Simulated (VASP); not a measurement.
A run of VASP 6.6.1:

File INCAR:

```
SYSTEM = MgSn2O3
PREC = Accurate
ENCUT = 520
EDIFF = 1E-6
ISMEAR = 0
SIGMA = 0.1
LREAL = .FALSE.
LASPH = .TRUE.
NELM = 80
ALGO = Normal
ISIF = 2
LWAVE = .FALSE.
LCHARG = .FALSE.
GGA = PE
NBANDS = 33
```

The input KPOINTS:

```
regular mesh
0
G
  4 4 4
  0 0 0
```

Contents of POSCAR:

```
MgSn2O3
1.0
    3.5159124465      0.0000000000      0.0000000000
    0.0000000000      3.5159124465      0.0000000000
    0.0000000000      0.0000000000      9.0234361055
Mg Sn O
1 2 3
Direct
    0.0000000000      0.0000000000      0.5000000000
    0.0000000000      0.5000000000      0.1415050043
    0.5000000000      0.0000000000      0.8584949957
    0.5000000000      0.5000000000      0.0000000000
    0.0000000000      0.0000000000      0.0000000000
    0.5000000000      0.5000000000      0.5000000000
```

Potentials or basis: VASP PAW PBE potentials, release 64 (Mg, Sn_d, O).

Run with:

```sh
$ cat potpaw_PBE.64/Mg/POTCAR potpaw_PBE.64/Sn_d/POTCAR potpaw_PBE.64/O/POTCAR > POTCAR
$ mpirun -np 1 vasp_std > vasp.out
```

Hardware: 1 thread of AMD EPYC 9R45 96-Core Processor (Zen 5) (shared host).

**Question.** Estimate the wall time of this run.

**Answer.** It took 37 s on 1 thread of AMD EPYC 9R45 96-Core Processor (Zen 5), with other jobs on the host, peak memory 0.22 GiB. Counts: scf iterations 16, k points 18.
